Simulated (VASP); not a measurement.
Write the native input for VASP 6.6.1 that does the following.

| Property | Result |
| --- | --- |
| Task | single point |
| Functional | PBEsol |
| Potentials or basis | VASP PAW PBE potentials, release 64 (Cs_sv, Cd, Ge_d) |
| Cutoff | 520 eV |
| k mesh | 3 × 3 × 2 |
| Occupations | fermi-dirac, width 0.05 eV |
| Spin | no spin polarisation |
| Dipole correction | no |
| Further INCAR settings | ALGO = Normal; EDIFF = 1e-06; NBANDS = 60 |

The structure of CsCd4Ge3 lies in POSCAR:

```
CsCd4Ge3
1.0
    4.4819720000      0.0000000000      0.0000000000
    0.0000000000      4.4819720000      0.0000000000
    0.0000000000      0.0000000000     10.7461740000
Cs Cd Ge
1 4 3
Direct
   -0.0008290993     -0.0114873542      0.5057350644
   -0.0055239078      0.4922228430      0.1607922038
    0.4918593869      0.0133240458      0.1577008710
    0.0052753565      0.5054027558      0.8373825884
    0.5033349160     -0.0087626607      0.8338659880
    0.5127327882      0.5043382690      0.3103687880
    0.4917215012      0.4927480582      0.6907249036
    0.0048857958      0.0205494367      0.0042890614
```

The input as run:

INCAR

```
PREC = Accurate
ENCUT = 520
EDIFF = 1E-6
ISMEAR = -1
SIGMA = 0.05
LREAL = False
LASPH = True
NELM = 60
ALGO = Normal
ISIF = 2
LWAVE = False
LCHARG = False
GGA = PS
NBANDS = 60
```

KPOINTS

```
Automatic mesh
0
Gamma
  3 3 2
```

Potentials or basis: VASP PAW PBE potentials, release 64 (Cs_sv, Cd, Ge_d).

The run is started by

```sh
$ cat potpaw_PBE.64/Cs_sv/POTCAR potpaw_PBE.64/Cd/POTCAR potpaw_PBE.64/Ge_d/POTCAR > POTCAR
$ mpirun -np 1 vasp_std > vasp.out
```

Results of the run:

The pressure is -0.9 GPa. The largest force is 0.621 eV/Å and the band gap on the k mesh is zero (an odd number of electrons rules out a gap without spin polarisation).

Caveat: the k points lie up to 0.47 Å⁻¹ apart, too coarse for converged energies and pressures of a metal; the PAW data sets were made with another functional, which shifts forces and pressure a little; spin-orbit coupling is left out, which moves the levels of the heavy elements.

It took 120 s on 1 thread of Intel(R) Xeon(R) Platinum 8259CL CPU @ 2.50GHz (Skylake/Cascade Lake), with other jobs on the host, peak memory 0.36 GiB.
